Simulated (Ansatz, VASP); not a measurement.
**One calculation of SbO4, two programs**

File INCAR:

```
SYSTEM = SbO4
  ALGO = Normal
  EDIFF = 1E-7
  ENCUT = 520
  GGA = PE
  ISIF = 2
  ISMEAR = 0
  LASPH = .True.
  LCHARG = .False.
  LREAL = .False.
  LWAVE = .False.
  NBANDS = 22
  NELM = 80
  PREC = Accurate
  SIGMA = 0.1
```

Contents of KPOINTS:

```
k-points
0
Gamma
  6 6 4
  0 0 0
```

POSCAR

```
SbO4
1.0
    4.0505045400      0.0000000000      0.0000000000
   -2.0252522700      3.5078398300      0.0000000000
    0.0000000000      0.0000000000      5.6472929000
Sb O
1 4
Direct
    0.0000000000      0.0000000000      0.5000000000
    0.0000000000      0.0000000000      0.2027633600
    0.0000000000      0.0000000000      0.7972366400
    0.3333333300      0.6666666700      0.0000000000
    0.6666666700      0.3333333300      0.0000000000
```

Input for Ansatz:

```yaml
crystal:
  lattice:
    - [4.05050454, 0.0, 0.0]
    - [-2.02525227, 3.50783983, 0.0]
    - [0.0, 0.0, 5.6472929]
  atoms:
    - { symbol: Sb, position: [0.0, 0.0, 0.5] }
    - { symbol: O, position: [0.0, 0.0, 0.20276336] }
    - { symbol: O, position: [0.0, 0.0, 0.79723664] }
    - { symbol: O, position: [0.33333333, 0.66666667, 0.0] }
    - { symbol: O, position: [0.66666667, 0.33333333, 0.0] }
basis:
  ecutwfc: 420
kpoints:
  mp_grid: { grid: [6, 6, 4] }
hamiltonian:
  xc: pbe
scf:
  occupations: { method: gaussian, width: 0.1 }
  lower_state_search: "off"
output:
  forces: true
  stress: true
  eigenvalues: true
```

Alike in both runs: task single point; functional PBE; k mesh 6 × 6 × 4; occupations gaussian, width 0.1 eV; no spin polarisation.

|  | VASP | Ansatz |
| --- | --- | --- |
| version | VASP 6.6.1 | Ansatz 0.2.0 |
| potentials or method | VASP PAW PBE potentials, release 64 (Sb, O), cutoff 520 eV | scalar-relativistic, plane waves, PAW |
| valence electrons in the cell | 29 | 39 |

```csv
,VASP,Ansatz,Ansatz less VASP
gap on the k mesh at the Fermi level (eV),none,none,-
pressure (GPa),17.7,15.2,-2.44
"traceless stress, the component that is largest in VASP (GPa)",41.65,36.26,-5.385
rms of the force components (eV/Å),2.732,2.283,-0.4487
```

Atom by atom the forces differ by 0.449 eV/Å (rms over components). A gap of «none» marks a metal or a gap that the smearing closes. VASP's potentials hold 29 valence electrons a cell and Ansatz's 39, so a difference there can come from the potentials and not from the codes.

Spin-orbit coupling is off throughout.
